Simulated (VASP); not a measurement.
Here is a VASP 6.6.1 calculation.

File POSCAR:

```
Sb
1.0
    0.0000000000      2.3553276627      2.3553276627
    2.3553276627      0.0000000000      2.3553276627
    2.3553276627      2.3553276627      0.0000000000
Sb
1
Direct
    0.0000000000      0.0000000000      0.0000000000
```

INCAR.step1

```
ALGO     = Normal         # electronic algorithm
EDIFF    = 1E-5           # SCF threshold, eV
ENCUT    = 400            # plane-wave cutoff, eV
GGA      = PE             # functional
GGA_COMPAT= False        
ISIF     = 2              # what is computed and relaxed
ISMEAR   = -1             # smearing method
LASPH    = True           # aspherical terms in the spheres
LCHARG   = False          # write CHGCAR
LREAL    = False          # projectors in reciprocal space
LWAVE    = True           # write WAVECAR
NBANDS   = 14             # bands
NELM     = 120            # most SCF steps
PREC     = Accurate       # precision mode
SIGMA    = 0.05           # smearing width, eV
```

File INCAR.step2:

```
AEXX     = 0.25           # exact-exchange fraction
ALGO     = Normal         # electronic algorithm
EDIFF    = 1E-6           # SCF threshold, eV
ENCUT    = 400            # plane-wave cutoff, eV
GGA      = PE             # functional
GGA_COMPAT= False        
ISIF     = 2              # what is computed and relaxed
ISMEAR   = -1             # smearing method
ISTART   = 1            
LASPH    = True           # aspherical terms in the spheres
LCHARG   = False          # write CHGCAR
LHFCALC  = True           # exact exchange
LREAL    = False          # projectors in reciprocal space
LWAVE    = False          # write WAVECAR
NBANDS   = 14             # bands
NELM     = 120            # most SCF steps
PREC     = Accurate       # precision mode
PRECFOCK = Normal       
SIGMA    = 0.05           # smearing width, eV
```

KPOINTS

```
k-points
0
Gamma
  6 6 6
```

Potentials or basis: VASP PAW PBE potentials, release 64 (Sb_d_GW).

The run is started by

```console
$ cat potpaw_PBE.64/Sb_d_GW/POTCAR > POTCAR
$ cp INCAR.step1 INCAR
$ mpirun -np 1 vasp_std > vasp.out
$ cp INCAR.step2 INCAR
$ mpirun -np 1 vasp_std > vasp.out
```

(1) Predict the pressure.

(2) Predict the band gap on the k mesh.

Results:

(1) 0.3 GPa.

(2) zero (an odd number of electrons rules out a gap without spin polarisation).

Caveat: the k points lie up to 0.39 Å⁻¹ apart, too coarse for converged energies and pressures of a metal; the PAW data sets were made with another functional, which shifts forces and pressure a little; spin-orbit coupling is left out, which moves the levels of the heavy elements; an odd number of electrons without spin polarisation forces a metal; a magnetic or distorted state may lie lower.
